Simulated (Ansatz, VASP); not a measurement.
CdSe in VASP and in Ansatz

```
Cd Se
1.0
     4.35659    0.00000    0.00000
    -2.17829    3.77291    0.00000
     0.00000    0.00000    7.11238
Cd Se
2 2
Cartesian
  2.1783 1.2576 3.5562
  0.0000 2.5153 0.0000
  2.1783 1.2576 6.2945
  0.0000 2.5153 2.7383
```

Alike in both runs: task single point; functional PBE exchange alone; k mesh 7 × 7 × 4; occupations fermi-dirac, width 0.05 eV; no spin polarisation.

```csv
,VASP,Ansatz
version,VASP 6.6.1,Ansatz 0.2.0
potentials or method,"VASP PAW PBE potentials, release 64 (Cd, Se)",Ansatz PAW
plane-wave cutoff (eV),520,420
valence electrons in the cell,36,72
```

|  | VASP | Ansatz | Ansatz less VASP |
| --- | --- | --- | --- |
| gap on the k mesh at the Fermi level (eV) | 0.57 | 0.57 | 0.000 |
| least direct gap on the mesh (eV) | 0.57 | 0.57 | 0.000 |
| pressure (GPa) | 8.6 | 8.3 | -0.29 |
| traceless stress, the component that is largest in VASP (GPa) | -1.34 | -1.29 | +0.047 |
| rms of the force components (eV/Å) | 0.174 | 0.169 | -0.0047 |

VASP's potentials were made for PBE, not for PBE exchange alone. Atom by atom the forces differ by 0.005 eV/Å (rms over components). VASP's potentials hold 36 valence electrons a cell and Ansatz's 72, so a difference there can come from the potentials and not from the codes.

Noted on Ansatz's run: odd divisions of the mesh miss points on the zone boundary, where band edges often lie, so the gap on the mesh can be too wide.
